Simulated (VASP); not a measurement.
Set up this calculation in VASP 6.6.1, as the native input.

```yaml
Task: single point
Functional: r2SCAN
Dispersion: D3(BJ)
Potentials_or_basis: VASP PAW PBE potentials, release 64 (Zr_sv, H)
Cutoff: 520 eV
k_mesh: 3 × 3 × 3
Occupations: fermi-dirac, width 0.3 eV
Spin: no spin polarisation
Dipole_correction: no
Further_INCAR_settings: ALGO = Normal; EDIFF = 1e-06; NBANDS = 16
```

The system is ZrH3.

```
Zr H
1.0
     3.12604    0.00000    0.00000
     0.00000    3.12604    0.00000
     0.00000    0.00000    3.12604
Zr H
1 3
Direct
  0.00000 0.00000 0.00000
  0.00000 0.50000 0.50000
  0.50000 0.00000 0.50000
  0.50000 0.50000 0.00000
```

The input as run:

POSCAR

```
ZrH3
1.0
    3.1260380000      0.0000000000      0.0000000000
    0.0000000000      3.1260380000      0.0000000000
    0.0000000000      0.0000000000      3.1260380000
Zr H
1 3
Direct
    0.0000000000      0.0000000000      0.0000000000
    0.0000000000      0.5000000000      0.5000000000
    0.5000000000      0.0000000000      0.5000000000
    0.5000000000      0.5000000000      0.0000000000
```

INCAR.step1

```
SYSTEM = ZrH3
  PREC = Accurate
  ENCUT = 520
  ISMEAR = -1
  SIGMA = 0.3
  LREAL = .FALSE.
  LASPH = .TRUE.
  NELM = 100
  NBANDS = 16
  GGA = PE
  ALGO = Normal
  EDIFF = 1E-4
  LWAVE = .TRUE.
  LCHARG = .FALSE.
```

INCAR.step2

```
SYSTEM = ZrH3
  PREC = Accurate
  ENCUT = 520
  EDIFF = 1E-6
  ISMEAR = -1
  SIGMA = 0.3
  LREAL = .FALSE.
  LASPH = .TRUE.
  NELM = 100
  ALGO = Normal
  ISIF = 2
  LWAVE = .FALSE.
  LCHARG = .TRUE.
  METAGGA = R2SCAN
  LMIXTAU = .TRUE.
  IVDW = 12
  VDW_S6 = 1.0
  VDW_S8 = 0.78981345
  VDW_A1 = 0.49484001
  VDW_A2 = 5.73083694
  LELF = .TRUE.
  LVHAR = .TRUE.
  NBANDS = 16
  ISTART = 1
```

KPOINTS

```
regular mesh
0
G
  3 3 3
  0 0 0
```

Potentials or basis: VASP PAW PBE potentials, release 64 (Zr_sv, H).

Command:

```bash
$ cat potpaw_PBE.64/Zr_sv/POTCAR potpaw_PBE.64/H/POTCAR > POTCAR
$ cp INCAR.step1 INCAR
$ mpirun -np 1 vasp_std > vasp.out
$ cp INCAR.step2 INCAR
$ mpirun -np 1 vasp_std > vasp.out
```

It gave:

```yaml
Pressure: -2.2 GPa
Dispersion_energy_per_atom: -0.099 eV
```

Caveat: the k points lie up to 0.67 Å⁻¹ apart; three body term missing; the PAW data sets were made with another functional, which shifts forces and pressure a little; pairwise dispersion overbinds metals, which lowers pressure and volume.

It took 11 s on 1 thread of Intel(R) Xeon(R) 6975P-C (Granite Rapids), on a shared host, peak memory 0.15 GiB.
